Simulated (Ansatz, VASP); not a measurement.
One calculation of Gd, two programs

```
CELL_PARAMETERS angstrom
0.00000 -2.58582 2.58582
0.00000 2.58582 2.58582
-5.17164 0.00000 0.00000
ATOMIC_POSITIONS crystal
Gd 0.00000 0.00000 0.00000
Gd 0.50000 0.50000 0.50000
```

Alike in both runs: task single point; functional LDA; k mesh 8 × 8 × 6; occupations fermi-dirac, width 0.025 eV; collinear spin.

```csv
,VASP,Ansatz
version,VASP 6.6.1,Ansatz 0.2.0
potentials or method,"VASP PAW PBE potentials, release 64 (Gd)","PAW with Ansatz's default frozen-core files, scalar-relativistic"
plane-wave cutoff (eV),520,420
valence electrons in the cell,36,36
```

|  | VASP | Ansatz | Ansatz less VASP |
| --- | --- | --- | --- |
| net moment per atom (μB) | 0.00 | 0.00 | 0.000 |
| size of the moment on the site where the two differ most (μB) | 6.84 | 7.14 | +0.292 |

VASP's potentials were made for PBE, not for LDA. LDA's correlation is that of Perdew and Zunger in VASP and of Perdew and Wang (1992) in Ansatz. Site moments also hang on the region over which each program counts them.

Spin-orbit coupling is off throughout.
